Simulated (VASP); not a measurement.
## MgO: single point with HSE06

The system is MgO.

```
CELL_PARAMETERS angstrom
-0.05598 2.10925 2.10925
2.10925 -0.05598 2.10925
2.10925 2.10925 -0.05598
ATOMIC_POSITIONS crystal
Mg 0.00000 0.00000 0.00000
O 0.50000 0.50000 0.50000
```

This cell differs from its parent crystal: epitaxial 111 strain +3.0%.

* Program: VASP 6.6.1
* Task: single point
* Functional: HSE06
* Potentials or basis: VASP PAW PBE potentials, release 64 (Mg, O)
* Cutoff: 520 eV
* k mesh: 8 × 8 × 8
* Occupations: gaussian, width 0.01 eV
* Spin: no spin polarisation
* Dipole correction: no
* Grid for exact exchange (PRECFOCK): Normal
* Further INCAR settings: ALGO = Normal; EDIFF = 1e-06; NBANDS = 11
* Share of exact exchange: 0.25
* Screening parameter: 0.2079 1/Å

The pressure is -8.1 GPa. The band gap on the k mesh is 5.78 eV.

Stress tensor (GPa, compression positive):
```
-8.07  3.67  3.67
 3.67 -8.07  3.67
 3.67  3.67 -8.07
```

Levels at points of the mesh, in eV from the valence-band top:
```tsv
k point	band 1	band 2	band 3	band 4	band 5	band 6	band 7	band 8	band 9
(0.00, 0.00, 0.00)	-18.78	-0.26	-0.26	0.00	5.78	16.91	16.91	18.11	21.06
(0.50, 0.00, 0.00)	-17.58	-4.96	-0.87	-0.69	9.25	13.98	17.60	18.14	22.28
(0.50, 0.50, 0.00)	-17.28	-4.37	-1.74	-1.42	10.45	11.31	14.64	20.21	20.78
(0.50, 0.50, 0.50)	-17.45	-4.77	-1.00	-1.00	8.93	14.57	17.09	17.09	21.80
```

It took 84 min on 1 thread of Oxide Virtual Turin-like Processor (shared host), peak memory 0.24 GiB.

Caveat: the cell differs from its parent crystal (epitaxial 111 strain +3.0%); the cell stands under tension; the PAW data sets were made with another functional, which shifts forces and pressure a little.
